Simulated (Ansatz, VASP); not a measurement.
**Two plane-wave programs on InSb3**

File INCAR:

```
PREC = Accurate
ENCUT = 520
EDIFF = 1E-6
ISMEAR = 1
SIGMA = 0.1
LREAL = F
LASPH = T
NELM = 80
ALGO = Normal
ISIF = 2
LWAVE = F
LCHARG = F
GGA = PS
NBANDS = 22
```

File KPOINTS:

```
Automatic mesh
0
Gamma
  4 4 4
```

The input POSCAR:

```
InSb3
1.0
    4.8063670000      0.0000000000      0.0000000000
    0.0000000000      4.8063670000      0.0000000000
    0.0000000000      0.0000000000      4.8063670000
In Sb
1 3
Direct
    0.0000000000      0.0000000000      0.0000000000
    0.5000000000      0.0000000000      0.5000000000
    0.0000000000      0.5000000000      0.5000000000
    0.5000000000      0.5000000000      0.0000000000
```

Input for Ansatz:

```yaml
crystal:
  lattice:
    - [4.806367, 0.0, 0.0]
    - [0.0, 4.806367, 0.0]
    - [0.0, 0.0, 4.806367]
  atoms:
    - { symbol: In, position: [0.0, 0.0, 0.0] }
    - { symbol: Sb, position: [0.5, 0.0, 0.5] }
    - { symbol: Sb, position: [0.0, 0.5, 0.5] }
    - { symbol: Sb, position: [0.5, 0.5, 0.0] }
basis:
  ecutwfc: 420
kpoints:
  mp_grid: { grid: [4, 4, 4] }
hamiltonian:
  xc: pbesol
scf:
  occupations: { method: methfessel_paxton }
  max_iter: 40
output:
  forces: true
  stress: true
  eigenvalues: true
```

Alike in both runs: task single point; functional PBEsol; k mesh 4 × 4 × 4; no spin polarisation.

|  | VASP | Ansatz |
| --- | --- | --- |
| version | VASP 6.6.1 | Ansatz 0.2.0 |
| potentials or method | VASP PAW PBE potentials, release 64 (In_d, Sb), cutoff 520 eV | scalar-relativistic, plane waves, PAW |
| occupations | methfessel-paxton of order 1, width 0.1 eV | methfessel-paxton of order 1 |
| valence electrons in the cell | 28 | 58 |

|  | VASP | Ansatz | Ansatz less VASP |
| --- | --- | --- | --- |
| gap on the k mesh at the Fermi level (eV) | none | none | - |
| pressure (GPa) | -2.4 | -2.4 | 0.00 |

VASP's potentials were made for PBE, not for PBEsol. A gap of «none» marks a metal or a gap that the smearing closes. VASP's potentials hold 28 valence electrons a cell and Ansatz's 58, so a difference there can come from the potentials and not from the codes.

Neither program's run includes spin-orbit coupling.
